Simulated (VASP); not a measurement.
# Ge (Cmmm) in VASP: notebook, part 3 of 3

VASP 6.6.1. Earlier steps stand in the parts before.

### Step 4. Single point, r2SCAN

This run uses another cell than the first one, of 18.82 Å³/atom.

Contents of POSCAR:

```
Ge
1.0
    1.3782672799     -2.5653735294      0.0000000000
    1.3782672799      2.5653735294      0.0000000000
    0.0000000000      0.0000000000      2.6617629621
Ge
1
Direct
    0.5000000000      0.5000000000      0.0000000000
```

Contents of INCAR.step1:

```
PREC = Accurate ; ENCUT = 520
ISMEAR = 1 ; SIGMA = 0.1
LREAL = False ; LASPH = True
NELM = 80 ; NBANDS = 13
GGA = PE ; ALGO = Normal
EDIFF = 1E-4 ; LWAVE = True
LCHARG = False
```

Contents of INCAR.step2:

```
PREC = Accurate ; ENCUT = 520
EDIFF = 1E-6 ; ISMEAR = 1
SIGMA = 0.1 ; LREAL = False
LASPH = True ; NELM = 80
ALGO = Normal ; ISIF = 2
LWAVE = False ; LCHARG = True
METAGGA = R2SCAN ; LMIXTAU = True
LELF = True ; LVHAR = True
NBANDS = 13 ; ISTART = 1
```

Contents of KPOINTS:

```
Automatic mesh
0
Gamma
  12 12 11
```

Potentials or basis: VASP PAW PBE potentials, release 64 (Ge_d).

The run is started by

```sh
cat potpaw_PBE.64/Ge_d/POTCAR > POTCAR
cp INCAR.step1 INCAR
mpirun -np 1 vasp_std > vasp.out
cp INCAR.step2 INCAR
mpirun -np 1 vasp_std > vasp.out
```

OUTCAR:

```text
PREC = Accurate
   ENCUT = 520
   EDIFF = 1E-6
   ISMEAR = 1
   LREAL = False
   LASPH = True
   NELM = 80
   ISIF = 2
   METAGGA = R2SCAN
   ISTART = 1

 ion  position               nearest neighbor table
   1  0.500  0.500  0.000-

  LATTYP: Found a base centered orthorhombic cell.
 ALAT       =     2.7565345598
 B/A-ratio  =     1.8613033675
 C/A-ratio  =     0.9656192964

  Lattice vectors:

 A1 = (   1.3782672799,  -2.5653735294,   0.0000000000)
 A2 = (   1.3782672799,   2.5653735294,   0.0000000000)
 A3 = (   0.0000000000,   0.0000000000,   2.6617629621)

Analysis of symmetry for initial positions (statically):
=====================================================================
 Subroutine PRICEL returns:
 Original cell was already a primitive cell.

 Routine SETGRP: Setting up the symmetry group for a
 base centered orthorhombic supercell.

 Subroutine GETGRP returns: Found  8 space group operations
 (whereof  8 operations were pure point group operations)
 out of a pool of  8 trial point group operations.

The static configuration has the point symmetry D_2h.

Analysis of symmetry for dynamics (positions and initial velocities):
=====================================================================
 Subroutine PRICEL returns:
 Original cell was already a primitive cell.

 Routine SETGRP: Setting up the symmetry group for a
 base centered orthorhombic supercell.

 Subroutine GETGRP returns: Found  8 space group operations
 (whereof  8 operations were pure point group operations)
 out of a pool of  8 trial point group operations.

The dynamic configuration has the point symmetry D_2h.

 Subroutine INISYM returns: Found  8 space group operations
 (whereof  8 operations are pure point group operations),
 and found     1 'primitive' translations

----------------------------------------------------------------------------------------

                                     Primitive cell

  volume of cell :      18.8228

  direct lattice vectors                    reciprocal lattice vectors
     1.378267280 -2.565373529  0.000000000     0.362774338 -0.194903391  0.000000000
     1.378267280  2.565373529  0.000000000     0.362774338  0.194903391  0.000000000
     0.000000000  0.000000000  2.661762962     0.000000000  0.000000000  0.375690854

  length of vectors
     2.912174796  2.912174796  2.661762962     0.411816163  0.411816163  0.375690854

  position of ions in fractional coordinates (direct lattice)
     0.500000000  0.500000000  0.000000000

  ion indices of the primitive-cell ions
   primitive index   ion index
                 1           1

----------------------------------------------------------------------------------------

 KPOINTS: Automatic mesh

Automatic generation of k-mesh.
 Grid dimensions read from file:
 generate k-points for:   12   12   11

 Generating k-lattice:

  Cartesian coordinates                     Fractional coordinates (reciprocal lattice)
     0.030231195 -0.016241949  0.000000000     0.083333333  0.000000000  0.000000000
     0.030231195  0.016241949  0.000000000     0.000000000  0.083333333  0.000000000
     0.000000000  0.000000000  0.034153714     0.000000000  0.000000000  0.090909091

  Length of vectors
     0.034318014  0.034318014  0.034153714

  Shift w.r.t. Gamma in fractional coordinates (k-lattice)
     0.000000000  0.000000000  0.000000000

 Subroutine IBZKPT returns following result:
 ===========================================

 Found    258 irreducible k-points:

 Following reciprocal coordinates:
            Coordinates               Weight
  0.000000  0.000000  0.000000      1.000000
  0.083333 -0.000000  0.000000      4.000000
  0.166667  0.000000  0.000000      4.000000
  0.250000 -0.000000  0.000000      4.000000
  0.333333  0.000000  0.000000      4.000000
  0.416667 -0.000000  0.000000      4.000000
[... 16 lines left out ...]
  0.500000  0.166667  0.000000      4.000000
 -0.416667  0.166667  0.000000      4.000000
 [... further k-points ...]
   k-points           NKPTS =    258   k-points in BZ     NKDIM =    258   number of bands    NBANDS=     13
   number of dos      NEDOS =    301   number of ions     NIONS =      1
   total plane-waves  NPLWV =  11520
   dimension x,y,z NGX =    24 NGY =   24 NGZ =   20
   dimension x,y,z NGXF=    48 NGYF=   48 NGZF=   40
   ions per type =               1
   NGX,Y,Z   is equivalent  to a cutoff of  13.70, 13.70, 12.49 a.u.
   NGXF,Y,Z  is equivalent  to a cutoff of  27.40, 27.40, 24.98 a.u.
 SYSTEM =  unknown system
   PREC   = accura    normal or accurate (medium, high low for compatibility)
   ISTART =      1    job   : 0-new  1-cont  2-samecut
   ICHARG =      0    charge: 1-file 2-atom 10-const
   ISPIN  =      1    spin polarized calculation?
   LNONCOLLINEAR =      F non collinear calculations
   LSORBIT =      F    spin-orbit coupling
   LASPH  =      T    aspherical Exc in radial PAW
   ENCUT  =  520.0 eV  38.22 Ry    6.18 a.u.   5.41  5.41  4.95*2*pi/ulx,y,z
   NELM   =     80;   NELMIN=  2; NELMDL=  0     # of ELM steps
   EDIFF  = 0.1E-05   stopping-criterion for ELM
   LREAL  =      F    real-space projection
   EDIFFG = 0.1E-04   stopping-criterion for IOM
   NSW    =      0    number of steps for IOM
   IBRION =     -1    ionic relax: 0-MD 1-quasi-New 2-CG
   NFREE  =      0    steps in history (QN), initial steepest desc. (CG)
   ISIF   =      2    stress and relaxation
   ISYM   =      2    0-nonsym 1-usesym 2-fastsym
   POTIM  = 0.5000    time-step for ionic-motion
   TEBEG  =    0.0;   TEEND  =   0.0 temperature during run
   PSTRESS=    0.0 pullay stress
   NELECT =      14.0000    total number of electrons
   NUPDOWN=      -1.0000    fix difference up-down
   EMIN   =  10.00;   EMAX   =-10.00  energy-range for DOS
   EFERMI =   0.00;   METHOD = LEGACY
   ISMEAR =     1;   SIGMA  =   0.10  broadening in eV -4-tet -1-fermi 0-gaus
   EFERMI_NEDOS =   21; number of points for ismear=-14 and -15
   IALGO  =     38    algorithm
   IMIX   =      4    mixing-type and parameters
     AMIX     =   0.40;   BMIX     =  1.00
     AMIX_MAG =   1.60;   BMIX_MAG =  1.00
  volume/ion in A,a.u.               =      18.82       127.02
  Fermi-wavevector in a.u.,A,eV,Ry     =   1.483280  2.802992 29.934429  2.200118
  Thomas-Fermi vector in A             =   2.596961
   LORBIT       =      0    0 simple, 1 ext, 2 COOP (PROOUT), +10 PAW based schemes
   METAGGA = R2SCAN    functional components
   LHFCALC =     F    Hartree Fock is set to
   AEXX    =    0.0000 exact exchange contribution
   IVDW    =     0    specifies the selected vdW correction
   LEPSILON=     F    determine dielectric tensor
   LRPA    =     F    only Hartree local field effects (RPA)
 non-spin polarized calculation
 Methfessel and Paxton  Order N= 1 SIGMA  =   0.10
  energy-cutoff  :      520.00
  volume of cell :       18.82
 maximum number of plane-waves:       517
 NGX is ok and might be reduce to    24
   NGX = 11   NGY = 11   NGZ =  9

 number of electron      13.9999987 magnetization

 Free energy of the ion-electron system (eV)
  ---------------------------------------------------
  ext. energy  EPLUGINS =         0.00000000
  ---------------------------------------------------
  free energy    TOTEN  =       -13.48119618 eV

  energy without entropy =      -13.48096809  energy(sigma->0) =      -13.48112015

 E-fermi :   6.6037     XC(G=0): -12.3103

 val. band max:        6.6029976596   @ k =   0.5000   0.5000   0.3636
 cond. band min:       6.6423166701   @ k =   0.5000   0.3333   0.3636
 fundamental gap:      0.0393190105
 Fermi energy:         6.6037165084

 k-point     1 :       0.0000    0.0000    0.0000
  band No.  band energies     occupation
      1     -18.9905      2.00000
      2     -18.9146      2.00000
      3     -18.8541      2.00000
      4     -18.7307      2.00000
      5     -18.7102      2.00000
      6      -7.3107      2.00000
      7      13.7601      0.00000
      8      14.3533      0.00000
      9      16.0168      0.00000
     10      17.2811      0.00000
     11      20.0785      0.00000
     12      22.6253      0.00000
     13      23.2287      0.00000
[... 353 lines left out ...]
 k-point    24 :      -0.4167    0.1667    0.0000
  band No.  band energies     occupation
      1     -18.9369      2.00000
      2     -18.8818      2.00000
      3     -18.7924      2.00000
      4     -18.7622      2.00000
      5     -18.7382      2.00000
      6      -4.0767      2.00000
      7       5.2561      2.00000
      8       7.2452     -0.00000
      9      16.6742      0.00000
     10      20.1491      0.00000
     11      21.7851      0.00000
     12      27.0894      0.00000
     13      27.7588      0.00000

 [... further k-points ...]

------------------------ aborting loop because EDIFF is reached ----------------------------------------

  FORCE on cell =-STRESS in cart. coord.  units (eV):
  Direction    XX          YY          ZZ          XY          YZ          ZX
  --------------------------------------------------------------------------------------
  -------------------------------------------------------------------------------------
  Total        0.0695610     -0.4217334      0.0907703      0.0000000      0.0000000      0.0000000
  in kB        5.9209695    -35.8975740      7.7262888      0.0000000      0.0000000      0.0000000
  external PRESSURE =      -7.4167719 kB  Pullay stress =       0.0000000 kB

 VOLUME and BASIS-vectors are now :
 -----------------------------------------------------------------------------
  energy-cutoff  :      520.00
  volume of cell :       18.82
      direct lattice vectors                 reciprocal lattice vectors
     1.378267280 -2.565373529  0.000000000     0.362774338 -0.194903391  0.000000000
     1.378267280  2.565373529  0.000000000     0.362774338  0.194903391  0.000000000
     0.000000000  0.000000000  2.661762962     0.000000000  0.000000000  0.375690854

 POSITION                                       TOTAL-FORCE (eV/Angst)
 -----------------------------------------------------------------------------------
      1.37827      0.00000      0.00000        -0.000000      0.000000      0.000000
 -----------------------------------------------------------------------------------
    total drift:                               -0.000000     -0.000000     -0.000000

  FREE ENERGIE OF THE ION-ELECTRON SYSTEM (eV)
  ---------------------------------------------------
  free  energy   TOTEN  =       -13.4811961775 eV

  energy  without entropy=      -13.4809680875  energy(sigma->0) =      -13.48112015
```

Wall time 2.7 min (1 thread of Intel Xeon 8259CL, shared host); peak memory 0.18 GiB.

Results:

| Property | Result |
| --- | --- |
| Free energy | -13.4812 eV |
| Pressure | -0.7 GPa |
| Band gap on the k mesh | zero (bands 7 and 8 overlap by 10.74 eV) |

Stress tensor (GPa, compression positive):
```
 0.59  0.00  0.00
 0.00 -3.59  0.00
 0.00  0.00  0.77
```

Levels at points of the mesh, in eV from the Fermi level:
```
           k point  band 5  band 6  band 7  band 8  band 9  band 10
(0.00, 0.00, 0.00)  -25.31  -13.91    7.16    7.75    9.41    10.68
(0.50, 0.00, 0.00)  -25.34   -8.27   -5.89    3.66    7.97    11.52
(0.50, 0.50, 0.00)  -25.32   -9.23   -6.12    5.61    9.74    10.76
```

Caveat: the PAW data sets were made with another functional, which shifts forces and pressure a little.

### Step 5. Single point, r2SCAN

This run uses another cell than the first one, of 19.61 Å³/atom.

Contents of POSCAR:

```
Ge
1.0
    1.3971500000     -2.6005200000      0.0000000000
    1.3971500000      2.6005200000      0.0000000000
    0.0000000000      0.0000000000      2.6982300000
Ge
1
Direct
    0.5000000000      0.5000000000      0.0000000000
```

Contents of INCAR.step1:

```
SYSTEM = Ge
ALGO = Normal
EDIFF = 1E-4
ENCUT = 520
GGA = PE
ISMEAR = 1
LASPH = .TRUE.
LCHARG = .FALSE.
LREAL = .FALSE.
LWAVE = .TRUE.
NBANDS = 13
NELM = 80
PREC = Accurate
SIGMA = 0.1
```

Contents of INCAR.step2:

```
SYSTEM = Ge
ALGO = Normal
EDIFF = 1E-6
ENCUT = 520
ISIF = 2
ISMEAR = 1
ISTART = 1
LASPH = .TRUE.
LCHARG = .FALSE.
LMIXTAU = .TRUE.
LREAL = .FALSE.
LWAVE = .FALSE.
METAGGA = R2SCAN
NBANDS = 13
NELM = 80
PREC = Accurate
SIGMA = 0.1
```

Contents of KPOINTS:

```
k-points
0
G
  12 12 11
  0 0 0
```

The run is started by

```sh
cat potpaw_PBE.64/Ge_d/POTCAR > POTCAR
cp INCAR.step1 INCAR
mpirun -np 1 vasp_std > vasp.out
cp INCAR.step2 INCAR
mpirun -np 1 vasp_std > vasp.out
```

Wall time 2 min (1 thread of Intel Xeon 8259CL, shared host); peak memory 0.18 GiB.

The run converged. Its results:

| Property | Result |
| --- | --- |
| Free energy | -13.4716 eV |
| Pressure | -3.4 GPa |
| Band gap on the k mesh | zero (bands 7 and 8 overlap by 10.34 eV) |

Stress tensor (GPa, compression positive):
```
-2.55  0.00  0.00
 0.00 -5.88  0.00
 0.00  0.00 -1.87
```

Levels at points of the mesh, in eV from the Fermi level:
```tsv
k point	band 4	band 5	band 6	band 7	band 8	band 9	band 10	band 11
(0.00, 0.00, 0.00)	-25.31	-25.29	-13.55	6.94	7.46	9.05	10.52	13.23
(0.50, 0.00, 0.00)	-25.32	-25.32	-8.18	-5.62	3.57	7.88	11.05	17.46
(0.50, 0.50, 0.00)	-25.33	-25.30	-9.10	-5.83	5.45	9.59	10.34	16.70
```

Caveat: the cell stands under tension; the PAW data sets were made with another functional, which shifts forces and pressure a little.

### Step 6. Single point, r2SCAN

This run uses another cell than the first one, of 20.39 Å³/atom.

Contents of POSCAR:

```
Ge
1.0
    1.4155356610     -2.6347412928      0.0000000000
    1.4155356610      2.6347412928      0.0000000000
    0.0000000000      0.0000000000      2.7337370982
Ge
1
Direct
    0.5000000000      0.5000000000      0.0000000000
```

Contents of INCAR.step1:

```
ALGO = Normal
EDIFF = 1E-4
ENCUT = 520
GGA = PE
ISMEAR = 1
LASPH = True
LCHARG = False
LREAL = False
LWAVE = True
NBANDS = 13
NELM = 60
PREC = Accurate
SIGMA = 0.1
```

Contents of INCAR.step2:

```
ALGO = Normal
EDIFF = 1E-7
ENCUT = 520
ISIF = 2
ISMEAR = 1
ISTART = 1
LASPH = True
LCHARG = True
LELF = True
LMIXTAU = True
LREAL = False
LVHAR = True
LWAVE = False
METAGGA = R2SCAN
NBANDS = 13
NELM = 60
PREC = Accurate
SIGMA = 0.1
```

Contents of KPOINTS:

```
k-points
0
Gamma
  12 12 11
```

Potentials or basis: VASP PAW PBE potentials, release 64 (Ge_d).

The run is started by

```sh
cat potpaw_PBE.64/Ge_d/POTCAR > POTCAR
cp INCAR.step1 INCAR
mpirun -np 1 vasp_std > vasp.out
cp INCAR.step2 INCAR
mpirun -np 1 vasp_std > vasp.out
```

Wall time 2.9 min (1 thread of Intel Xeon 8259CL, shared host); peak memory 0.19 GiB.

The run converged. Its results:

| Property | Result |
| --- | --- |
| Free energy | -13.4501 eV |
| Pressure | -5.5 GPa |
| Band gap on the k mesh | zero (bands 7 and 8 overlap by 9.96 eV) |

Stress tensor (GPa, compression positive):
```
-5.01  0.00  0.00
 0.00 -7.60  0.00
 0.00  0.00 -3.95
```

Levels at points of the mesh, in eV from the Fermi level:
| k point | band 3 | band 4 | band 5 | band 6 | band 7 | band 8 | band 9 | band 10 | band 11 | band 12 |
| --- | --- | --- | --- | --- | --- | --- | --- | --- | --- | --- |
| (0.00, 0.00, 0.00) | -25.40 | -25.30 | -25.28 | -13.22 | 6.73 | 7.18 | 8.70 | 10.37 | 12.98 | 15.48 |
| (0.50, 0.00, 0.00) | -25.34 | -25.31 | -25.31 | -8.11 | -5.37 | 3.47 | 7.79 | 10.61 | 16.98 | 17.27 |
| (0.50, 0.50, 0.00) | -25.34 | -25.32 | -25.29 | -8.98 | -5.58 | 5.28 | 9.44 | 9.93 | 16.24 | 16.99 |

Caveat: the cell stands under tension; the PAW data sets were made with another functional, which shifts forces and pressure a little.

### Step 7. Summary

| cell | gap on the mesh (eV) | pressure (GPa) |
| --- | --- | --- |
| a = 2.829, b = 2.829, c = 2.586 Å, angles 90.0, 90.0, 123.5°, 1 atom | none | 7.5 |
| a = 2.871, b = 2.871, c = 2.624 Å, angles 90.0, 90.0, 123.5°, 1 atom | none | 2.8 |
| a = 2.912, b = 2.912, c = 2.662 Å, angles 90.0, 90.0, 123.5°, 1 atom | none | -0.7 |
| a = 2.952, b = 2.952, c = 2.698 Å, angles 90.0, 90.0, 123.5°, 1 atom | none | -3.4 |
| a = 2.991, b = 2.991, c = 2.734 Å, angles 90.0, 90.0, 123.5°, 1 atom | none | -5.5 |

Alike in all rows: task single point; level r2SCAN; potentials or basis VASP PAW PBE potentials, release 64 (Ge_d); no spin polarisation; k mesh 12 × 12 × 11; cutoff (eV) 520; smearing methfessel-paxton 0.1 eV.

Caveats: the PAW data sets were made with another functional, which shifts forces and pressure a little; the cell stands under tension (at least some runs); the cell stands under pressure (at least some runs).

Absolute energies hang on the potentials; compare differences alone.
